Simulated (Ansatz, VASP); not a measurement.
# SiO2: VASP beside Ansatz

```
CELL_PARAMETERS angstrom
4.18010 0.00000 0.00000
0.00000 4.18010 0.00000
0.00000 0.00000 2.74783
ATOMIC_POSITIONS crystal
Si 0.00000 0.00000 0.00000
Si 0.50000 0.50000 0.50000
O 0.30670 0.30670 0.00000
O 0.19330 0.80670 0.50000
O 0.69330 0.69330 0.00000
O 0.80670 0.19330 0.50000
```

Change from the starting cell: zz strain of +3 %, PAW files.

Alike in both runs: task electric field gradients; functional PBE; k mesh 6 × 6 × 9; occupations fermi-dirac, width 0.03 eV; no spin polarisation.

|  | VASP | Ansatz |
| --- | --- | --- |
| version | VASP 6.6.1 | Ansatz 0.2.0 |
| potentials or method | VASP PAW PBE potentials, release 64 (Si, O) | PAW with Ansatz's default frozen-core files, scalar-relativistic |
| plane-wave cutoff (eV) | 520 | 420 |
| valence electrons in the cell | 32 | 32 |

Ansatz gave:

```
gap on the k mesh at the Fermi level (eV)                     : 4.98
pressure (GPa)                                                : 0.1
traceless stress, the component that is largest in VASP (GPa) : -9.36
rms of the force components (eV/Å)                            : 0.103
size of Vzz on the site where it differs most (V/Å²)          : 11.9
```

**Question.** What did VASP give for the same quantities?

**Answer.** gap on the k mesh at the Fermi level (eV): 4.97; pressure (GPa): 0.2; traceless stress, the component that is largest in VASP (GPa): -9.03; rms of the force components (eV/Å): 0.108; size of Vzz on the site where it differs most (V/Å²): 13.8.

Atom by atom the forces differ by 0.005 eV/Å (rms over components).
